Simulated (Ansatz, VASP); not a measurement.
## One calculation of Mg7Te, two programs

```
Mg Te
1.0
     0.00000    4.55185    4.55185
     4.55185    0.00000    4.55185
     4.55185    4.55185    0.00000
Mg Te
7 1
Direct
  0.50000 0.00000 0.50000
  0.50000 0.00000 0.00000
  0.50000 0.50000 0.00000
  0.00000 0.50000 0.00000
  0.00000 0.50000 0.50000
  0.00000 0.00000 0.50000
  0.00000 0.00000 0.00000
  0.50000 0.50000 0.50000
```

Alike in both runs: functional PBE; k mesh 6 × 6 × 6; occupations gaussian, width 0.1 eV; no spin polarisation.

Ansatz relaxed the structure, and its values are those at the end. VASP's run is a single point on that final structure, the one shown.

```csv
,VASP,Ansatz
version,VASP 6.6.1,Ansatz 0.2.0
potentials or method,"VASP PAW PBE potentials, release 64 (Mg, Te), cutoff 520 eV","scalar-relativistic, plane waves, PAW"
valence electrons in the cell,20,86
```

```tsv
	VASP	Ansatz	Ansatz less VASP
gap on the k mesh at the Fermi level (eV)	none	none	-
pressure (GPa)	-0.1	0.0	+0.11
```

A gap of «none» marks a metal or a gap that the smearing closes. VASP's potentials hold 20 valence electrons a cell and Ansatz's 86, so a difference there can come from the potentials and not from the codes.

Spin-orbit coupling is off throughout.
